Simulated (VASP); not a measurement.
A run of VASP 6.6.1 is set up as follows.

INCAR

```
SYSTEM = Pd
  PREC = Accurate
  ENCUT = 520
  EDIFF = 1E-6
  ISMEAR = 0
  SIGMA = 0.15
  LREAL = .FALSE.
  LASPH = .TRUE.
  NELM = 80
  ALGO = Normal
  ISIF = 2
  LWAVE = .FALSE.
  LCHARG = .FALSE.
  GGA = PE
  NBANDS = 11
```

File KPOINTS:

```
Automatic mesh
0
G
  20 20 20
  0 0 0
```

File POSCAR:

```
Pd
1.0
    0.0000000000      1.9935225000      2.0421450000
    1.9935225000      0.0000000000      2.0421450000
    1.9935225000      1.9935225000      0.0000000000
Pd
1
Direct
    0.0000000000      0.0000000000      0.0000000000
```

Potentials or basis: VASP PAW PBE potentials, release 64 (Pd).

Command:

```sh
$ cat potpaw_PBE.64/Pd/POTCAR > POTCAR
$ mpirun -np 1 vasp_std > vasp.out
```

(1) What does it give for the band gap on the k mesh?

(2) What does it give for the pressure?

Answers

(1) zero (band 5 reaches 8.56 eV, above the bottom of band 6 at 7.14 eV).

(2) -8.3 GPa.

Caveat: the cell differs from its parent crystal (strain +0.025 along x and y, +0.050 along z).
